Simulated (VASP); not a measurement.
# Li in VASP: notebook

Li is run at these levels: PBE; tasks: single point.

Program: VASP 6.6.1. These are calculated values, not measurements. Logs are shortened: lines on timing, memory, paths and dates and some standing lists are left out, and cuts for length are marked.

**1. The cell of the first run**

The cell holds a sheet with vacuum, 2 atoms: a = 4.759 Å, b = 4.759 Å, c = 23.800 Å, α = 90.00°, β = 90.00°, γ = 120.00°.

**2. Single point, PBE**

INCAR

```
PREC     = Accurate       # precision mode
ENCUT    = 520            # plane-wave cutoff, eV
EDIFF    = 1E-6           # SCF threshold, eV
ISMEAR   = 0              # smearing method
SIGMA    = 0.1            # smearing width, eV
LREAL    = False          # projectors in reciprocal space
LASPH    = True           # aspherical terms in the spheres
NELM     = 100            # most SCF steps
ALGO     = Normal         # electronic algorithm
ISIF     = 2              # what is computed and relaxed
LWAVE    = False          # write WAVECAR
LCHARG   = False          # write CHGCAR
LDIPOL   = True         
IDIPOL   = 3            
DIPOL    = 0.5 0.5 0.294
GGA      = PE             # functional
NBANDS   = 10             # bands
```

KPOINTS

```
Automatic mesh
0
Gamma
  12 12 1
```

POSCAR

```
Li
1.0
    4.7589305849      0.0000000000      0.0000000000
   -2.3794652925      4.1213547814      0.0000000000
    0.0000000000      0.0000000000     23.8000000000
Li
2
Direct
    0.3333333333      0.6666666667      0.2941176471
    0.6666666667      0.3333333333      0.2941176471
```

Potentials or basis: VASP PAW PBE potentials, release 64 (Li_sv).

The run is started by

```bash
> cat potpaw_PBE.64/Li_sv/POTCAR > POTCAR
> mpirun -np 1 vasp_std > vasp.out
```

OUTCAR:

```text
PREC = Accurate
   ENCUT = 520
   EDIFF = 1E-6
   ISMEAR = 0
   LREAL = False
   LASPH = True
   NELM = 100
   ISIF = 2
   GGA = PE

 ion  position               nearest neighbor table
   1  0.333  0.667  0.294-
   2  0.667  0.333  0.294-

  LATTYP: Found a hexagonal cell.
 ALAT       =     4.7589305849
 C/A-ratio  =     5.0011235876

  Lattice vectors:

 A1 = (   4.7589305849,   0.0000000000,   0.0000000000)
 A2 = (  -2.3794652925,   4.1213547814,   0.0000000000)
 A3 = (   0.0000000000,   0.0000000000,  23.8000000000)

Analysis of symmetry for initial positions (statically):
=====================================================================
 Subroutine PRICEL returns:
 Original cell was already a primitive cell.

 Routine SETGRP: Setting up the symmetry group for a
 hexagonal supercell.

 Subroutine GETGRP returns: Found 24 space group operations
 (whereof 12 operations were pure point group operations)
 out of a pool of 24 trial point group operations.

The static configuration has the point symmetry C_6v.
 The point group associated with its full space group is D_6h.

Analysis of symmetry for dynamics (positions and initial velocities):
=====================================================================
 Subroutine PRICEL returns:
 Original cell was already a primitive cell.

 Routine SETGRP: Setting up the symmetry group for a
 hexagonal supercell.

 Subroutine GETGRP returns: Found 24 space group operations
 (whereof 12 operations were pure point group operations)
 out of a pool of 24 trial point group operations.

The dynamic configuration has the point symmetry C_6v.
 The point group associated with its full space group is D_6h.

 Subroutine INISYM returns: Found 24 space group operations
 (whereof 12 operations are pure point group operations),
 and found     1 'primitive' translations

----------------------------------------------------------------------------------------

                                     Primitive cell

  volume of cell :     466.7951

  direct lattice vectors                    reciprocal lattice vectors
     4.758930585  0.000000000  0.000000000     0.210131243  0.121319330  0.000000000
    -2.379465292  4.121354781  0.000000000     0.000000000  0.242638660  0.000000000
     0.000000000  0.000000000 23.800000000     0.000000000  0.000000000  0.042016807

  length of vectors
     4.758930585  4.758930585 23.800000000     0.242638660  0.242638660  0.042016807

  position of ions in fractional coordinates (direct lattice)
     0.333333333  0.666666667  0.294117647
     0.666666667  0.333333333  0.294117647

  ion indices of the primitive-cell ions
   primitive index   ion index
                 1           1
                 2           2

----------------------------------------------------------------------------------------

 KPOINTS: Automatic mesh

Automatic generation of k-mesh.
 Grid dimensions read from file:
 generate k-points for:   12   12    1

 Generating k-lattice:

  Cartesian coordinates                     Fractional coordinates (reciprocal lattice)
     0.017510937  0.010109944  0.000000000     0.083333333  0.000000000  0.000000000
     0.000000000  0.020219888  0.000000000     0.000000000  0.083333333  0.000000000
     0.000000000  0.000000000  0.042016807     0.000000000  0.000000000  1.000000000

  Length of vectors
     0.020219888  0.020219888  0.042016807

  Shift w.r.t. Gamma in fractional coordinates (k-lattice)
     0.000000000  0.000000000  0.000000000

 Subroutine IBZKPT returns following result:
 ===========================================

 Found     19 irreducible k-points:

 Following reciprocal coordinates:
            Coordinates               Weight
  0.000000  0.000000  0.000000      1.000000
  0.083333 -0.000000  0.000000      6.000000
  0.166667  0.000000  0.000000      6.000000
  0.250000 -0.000000  0.000000      6.000000
  0.333333  0.000000  0.000000      6.000000
  0.416667 -0.000000  0.000000      6.000000
[... 11 lines left out ...]
  0.333333  0.250000  0.000000     12.000000
  0.333333  0.333333  0.000000      2.000000
   k-points           NKPTS =     19   k-points in BZ     NKDIM =     19   number of bands    NBANDS=     10
   number of dos      NEDOS =    301   number of ions     NIONS =      2
   total plane-waves  NPLWV = 233280
   dimension x,y,z NGX =    36 NGY =   36 NGZ =  180
   dimension x,y,z NGXF=    72 NGYF=   72 NGZF=  360
   ions per type =               2
   NGX,Y,Z   is equivalent  to a cutoff of  12.58, 12.58, 12.57 a.u.
   NGXF,Y,Z  is equivalent  to a cutoff of  25.15, 25.15, 25.15 a.u.
 SYSTEM =  unknown system
   PREC   = accura    normal or accurate (medium, high low for compatibility)
   ISTART =      0    job   : 0-new  1-cont  2-samecut
   ICHARG =      2    charge: 1-file 2-atom 10-const
   ISPIN  =      1    spin polarized calculation?
   LNONCOLLINEAR =      F non collinear calculations
   LSORBIT =      F    spin-orbit coupling
   LASPH  =      T    aspherical Exc in radial PAW
   ENCUT  =  520.0 eV  38.22 Ry    6.18 a.u.   8.85  8.85 44.25*2*pi/ulx,y,z
   NELM   =    100;   NELMIN=  2; NELMDL= -5     # of ELM steps
   EDIFF  = 0.1E-05   stopping-criterion for ELM
   LREAL  =      F    real-space projection
   EDIFFG = 0.1E-04   stopping-criterion for IOM
   NSW    =      0    number of steps for IOM
   IBRION =     -1    ionic relax: 0-MD 1-quasi-New 2-CG
   NFREE  =      0    steps in history (QN), initial steepest desc. (CG)
   ISIF   =      2    stress and relaxation
   ISYM   =      2    0-nonsym 1-usesym 2-fastsym
   POTIM  = 0.5000    time-step for ionic-motion
   TEBEG  =    0.0;   TEEND  =   0.0 temperature during run
   PSTRESS=    0.0 pullay stress
   NELECT =       6.0000    total number of electrons
   NUPDOWN=      -1.0000    fix difference up-down
   EMIN   =  10.00;   EMAX   =-10.00  energy-range for DOS
   EFERMI =   0.00;   METHOD = LEGACY
   ISMEAR =     0;   SIGMA  =   0.10  broadening in eV -4-tet -1-fermi 0-gaus
   EFERMI_NEDOS =   21; number of points for ismear=-14 and -15
   IALGO  =     38    algorithm
   IMIX   =      4    mixing-type and parameters
     AMIX     =   0.40;   BMIX     =  1.00
     AMIX_MAG =   1.60;   BMIX_MAG =  1.00
  volume/ion in A,a.u.               =     233.40      1575.04
  Fermi-wavevector in a.u.,A,eV,Ry     =   0.383486  0.724684  2.000896  0.147062
  Thomas-Fermi vector in A             =   1.320471
   LORBIT       =      0    0 simple, 1 ext, 2 COOP (PROOUT), +10 PAW based schemes
   GGA     = PE    functional components
   LHFCALC =     F    Hartree Fock is set to
   AEXX    =    0.0000 exact exchange contribution
   IVDW    =     0    specifies the selected vdW correction
   LEPSILON=     F    determine dielectric tensor
   LRPA    =     F    only Hartree local field effects (RPA)
 non-spin polarized calculation
 Gauss-broadening in eV      SIGMA  =   0.10
  energy-cutoff  :      520.00
  volume of cell :      466.80
 maximum number of plane-waves:     12608
 NGX is ok and might be reduce to    36
   NGX = 17   NGY = 17   NGZ = 89

 dipolmoment           0.000000      0.000000     -0.000006 electrons x Angstroem

 number of electron       6.0000008 magnetization

 dipolmoment           0.000000      0.000000      0.000001 electrons x Angstroem

 Free energy of the ion-electron system (eV)
  ---------------------------------------------------
  ext. energy  EPLUGINS =         0.00000000
  ---------------------------------------------------
  free energy    TOTEN  =        -2.15326543 eV

  energy without entropy =       -2.14953715  energy(sigma->0) =       -2.15140129

 E-fermi :  -2.8680     XC(G=0):  -1.3395

 val. band max:       -2.9003574252   @ k =   0.5000  -0.0000   0.0000
 cond. band min:      -2.7796400513   @ k =   0.4167   0.1667   0.0000
 fundamental gap:      0.1207173739
 Fermi energy:        -2.8680122243

 k-point     1 :       0.0000    0.0000    0.0000
  band No.  band energies     occupation
      1     -50.7656      2.00000
      2     -50.7381      2.00000
      3      -4.7256      2.00000
      4      -2.3688      0.00000
      5       0.0722      0.00000
      6       0.5125      0.00000
      7       0.5405      0.00000
      8       0.5406      0.00000
      9       0.6547      0.00000
     10       1.5202      0.00000

 k-point     2 :       0.0833   -0.0000    0.0000
  band No.  band energies     occupation
      1     -50.7652      2.00000
      2     -50.7385      2.00000
      3      -4.6775      2.00000
      4      -2.3098      0.00000
      5       0.1293      0.00000
      6       0.2876      0.00000
      7       0.3811      0.00000
      8       0.5732      0.00000
      9       0.7154      0.00000
     10       1.5804      0.00000

 k-point     3 :       0.1667    0.0000    0.0000
  band No.  band energies     occupation
      1     -50.7640      2.00000
      2     -50.7397      2.00000
      3      -4.5335      2.00000
      4      -2.1334      0.00000
      5      -0.3165      0.00000
      6       0.0541      0.00000
      7       0.3119      0.00000
      8       0.7552      0.00000
      9       0.8976      0.00000
     10       1.7603      0.00000
[... 183 lines left out ...]
 k-point    18 :       0.3333    0.2500    0.0000
  band No.  band energies     occupation
      1     -50.7542      2.00000
      2     -50.7495      2.00000
      3      -2.9956      1.92892
      4      -2.4250      0.00000
      5      -1.9229      0.00000
      6      -0.3279      0.00000
      7       0.4699      0.00000
      8       1.8129      0.00000
      9       2.2582      0.00000
     10       2.8187      0.00000

 k-point    19 :       0.3333    0.3333    0.0000
  band No.  band energies     occupation
      1     -50.7519      2.00000
      2     -50.7519      2.00000
      3      -2.6160      0.00037
      4      -2.4190      0.00000
      5      -2.4190      0.00000
      6       0.1253      0.00000
      7       0.1253      0.00000
      8       1.5485      0.00000
      9       2.8663      0.00000
     10       2.8729      0.00000

------------------------ aborting loop because EDIFF is reached ----------------------------------------

 vacuum level on the upper side and lower side of the slab       (xc-potential included)        -0.006        -0.006

  FORCE on cell =-STRESS in cart. coord.  units (eV):
  Direction    XX          YY          ZZ          XY          YZ          ZX
  --------------------------------------------------------------------------------------
  -------------------------------------------------------------------------------------
  Total       -0.0069172     -0.0069172     -0.0322104      0.0000000      0.0000000     -0.0000000
  in kB       -0.0237419     -0.0237419     -0.1105553      0.0000000      0.0000000     -0.0000000
  external PRESSURE =      -0.0526797 kB  Pullay stress =       0.0000000 kB

 VOLUME and BASIS-vectors are now :
 -----------------------------------------------------------------------------
  energy-cutoff  :      520.00
  volume of cell :      466.80
      direct lattice vectors                 reciprocal lattice vectors
     4.758930585  0.000000000  0.000000000     0.210131243  0.121319330  0.000000000
    -2.379465292  4.121354781  0.000000000     0.000000000  0.242638660  0.000000000
     0.000000000  0.000000000 23.800000000     0.000000000  0.000000000  0.042016807

 POSITION                                       TOTAL-FORCE (eV/Angst)
 -----------------------------------------------------------------------------------
     -0.00000      2.74757      7.00000         0.000000      0.000000     -0.000000
      2.37947      1.37378      7.00000        -0.000000      0.000000      0.000000
 -----------------------------------------------------------------------------------
    total drift:                               -0.000000     -0.000000      0.000028

  FREE ENERGIE OF THE ION-ELECTRON SYSTEM (eV)
  ---------------------------------------------------
  free  energy   TOTEN  =        -2.1532654275 eV

  energy  without entropy=       -2.1495371546  energy(sigma->0) =       -2.15140129

 vacuum level on the upper side and lower side of the slab         0.449         0.449
```

Wall time 2.9 min (1 thread of AMD EPYC 7R43 (Zen 3), shared host); peak memory 0.5 GiB.

What came out:

| Item | Value |
| --- | --- |
| Free energy | -2.1533 eV |
| Band gap on the k mesh | zero (band 3 reaches -2.62 eV, above the bottom of band 4 at -2.90 eV) |

Caveat: the cutoff is under 1.25 times the usual one of these potentials, so pressure, stress and relaxed cells hold a basis-set (Pulay) error.

**3. Single point, PBE**

INCAR

```
SYSTEM = Li
PREC     = Accurate       ! precision mode
ENCUT    = 520            ! plane-wave cutoff, eV
EDIFF    = 1E-6           ! SCF threshold, eV
ISMEAR   = 0              ! smearing method
SIGMA    = 0.1            ! smearing width, eV
LREAL    = .FALSE.        ! projectors in reciprocal space
LASPH    = .TRUE.         ! aspherical terms in the spheres
NELM     = 100            ! most SCF steps
ALGO     = Normal         ! electronic algorithm
ISIF     = 2              ! what is computed and relaxed
LWAVE    = .FALSE.        ! write WAVECAR
LCHARG   = .TRUE.         ! write CHGCAR
LDIPOL   = .TRUE.       
IDIPOL   = 3            
DIPOL    = 0.5 0.5 0.294
GGA      = PE             ! functional
LELF     = .TRUE.         ! ELF
LVHAR    = .TRUE.       
LVACPOTAV= .TRUE.       
NBANDS   = 10             ! bands
```

KPOINTS

```
regular mesh
0
G
  12 12 1
  0 0 0
```

POSCAR is that of step 2.

Potentials or basis: VASP PAW PBE potentials, release 64 (Li_sv).

The run is started by

```bash
> cat potpaw_PBE.64/Li_sv/POTCAR > POTCAR
> mpirun -np 1 vasp_std > vasp.out
```

Run time: 2.5 min. Hardware: 1 thread of AMD EPYC 7R43 (Zen 3), shared host; peak memory 0.5 GiB.

The run converged. Its results:

```yaml
Free_energy: -2.1533 eV
Band_gap_on_the_k_mesh: zero (band 3 reaches -2.62 eV, above the bottom of band 4 at -2.90 eV)
Work_function_of_the_upper_face: 3.32 eV
Work_function_of_the_lower_face: 3.32 eV
```

Levels at points of the mesh, in eV from the Fermi level:
| k point | band 1 | band 2 | band 3 | band 4 | band 5 | band 6 |
| --- | --- | --- | --- | --- | --- | --- |
| (0.00, 0.00, 0.00) | -47.90 | -47.87 | -1.86 | 0.50 | 2.94 | 3.38 |
| (0.50, 0.00, 0.00) | -47.89 | -47.88 | -0.26 | -0.03 | 2.14 | 2.28 |

Caveat: the cutoff is under 1.25 times the usual one of these potentials, so pressure, stress and relaxed cells hold a basis-set (Pulay) error.

**4. Single point, PBE**

This run uses another cell than the first one, of 80.65 Å³/atom, 0.346 times its volume.

INCAR

```
SYSTEM = Li
PREC = Accurate
ENCUT = 520
EDIFF = 1E-6
ISMEAR = 0
SIGMA = 0.1
LREAL = .False.
LASPH = .True.
NELM = 80
ALGO = Normal
ISIF = 2
LWAVE = .False.
LCHARG = .False.
LDIPOL = .True.
IDIPOL = 3
DIPOL = 0.5 0.5 0.500
GGA = PE
NBANDS = 10
```

KPOINTS

```
Automatic mesh
0
Gamma
  6 6 1
  0 0 0
```

POSCAR

```
Li
1.0
    3.6474160000      0.0000000000      0.0000000000
   -1.8237080000      3.1587550000      0.0000000000
    0.0000000000      0.0000000000     14.0000000000
Li
2
Direct
    0.3333333300      0.6666666700      0.5000000000
    0.6666666700      0.3333333300      0.5000000000
```

The run is started by

```bash
> cat potpaw_PBE.64/Li_sv/POTCAR > POTCAR
> mpirun -np 1 vasp_std > vasp.out
```

It took 23 s on 1 thread of AMD EPYC 7R13, shared host; peak memory 0.21 GiB.

The run converged. Its results:

```yaml
Free_energy: -1.5669 eV
Band_gap_on_the_k_mesh: zero (band 3 reaches -2.56 eV, above the bottom of band 4 at -2.72 eV)
```

Levels at points of the mesh, in eV from the Fermi level:
```tsv
k point	band 1	band 2	band 3	band 4	band 5	band 6	band 7
(0.00, 0.00, 0.00)	-47.71	-47.39	-2.15	-0.17	3.11	4.07	4.71
(0.50, 0.00, 0.00)	-47.60	-47.49	-0.37	1.35	3.09	3.73	4.03
```

Caveat: the cutoff is under 1.25 times the usual one of these potentials, so pressure, stress and relaxed cells hold a basis-set (Pulay) error.

**5. Single point, PBE**

INCAR

```
ALGO = Normal
DIPOL = 0.5 0.5 0.294
EDIFF = 1E-6
ENCUT = 520
GGA = PE
IDIPOL = 3
ISIF = 2
ISMEAR = 0
LASPH = T
LCHARG = T
LDIPOL = T
LELF = T
LREAL = F
LVACPOTAV = T
LVHAR = T
LWAVE = F
NBANDS = 10
NELM = 100
PREC = Accurate
SIGMA = 0.1
```

KPOINTS

```
k-points
0
Gamma
  6 6 1
```

POSCAR

```
Li
1.0
    4.7589305849      0.0000000000      0.0000000000
   -2.3794652925      4.1213547814      0.0000000000
    0.0000000000      0.0000000000     23.8000000000
Li
2
Direct
    0.3333333333      0.6666666667      0.2941176471
    0.6666666667      0.3333333333      0.2941176471
```

The run is started by

```bash
> cat potpaw_PBE.64/Li_sv/POTCAR > POTCAR
> mpirun -np 1 vasp_std > vasp.out
```

Wall time 99 s (1 thread of AMD EPYC 7R13, shared host); peak memory 0.46 GiB.

The run converged. Its results:

```yaml
Free_energy: -2.1699 eV
Band_gap_on_the_k_mesh: zero (band 3 reaches -2.63 eV, above the bottom of band 4 at -2.91 eV)
```

Levels at points of the mesh, in eV from the Fermi level:
```tsv
k point	band 1	band 2	band 3	band 4	band 5	band 6	band 7	band 8
(0.00, 0.00, 0.00)	-47.87	-47.85	-1.86	0.50	2.95	3.40	3.41	3.41
(0.50, 0.00, 0.00)	-47.86	-47.86	-0.26	-0.03	2.14	2.28	3.06	5.05
```

Caveat: the cutoff is under 1.25 times the usual one of these potentials, so pressure, stress and relaxed cells hold a basis-set (Pulay) error.

**6. Overview**

| cell | k mesh | gap on the mesh (eV) |
| --- | --- | --- |
| a = 4.759, b = 4.759, c = 23.800 Å, angles 90.0, 90.0, 120.0°, 2 atoms | 12 × 12 × 1 | none |
| a = 3.647, b = 3.647, c = 14.000 Å, angles 90.0, 90.0, 120.0°, 2 atoms | 6 × 6 × 1 | none |
| a = 4.759, b = 4.759, c = 23.800 Å, angles 90.0, 90.0, 120.0°, 2 atoms | 6 × 6 × 1 | none |

Alike in all rows: task single point; level PBE; potentials or basis VASP PAW PBE potentials, release 64 (Li_sv); no spin polarisation; cutoff (eV) 520; smearing gaussian 0.1 eV.

Caveats: the cutoff is under 1.25 times the usual one of these potentials, so pressure, stress and relaxed cells hold a basis-set (Pulay) error.

Absolute energies hang on the potentials; compare differences alone.
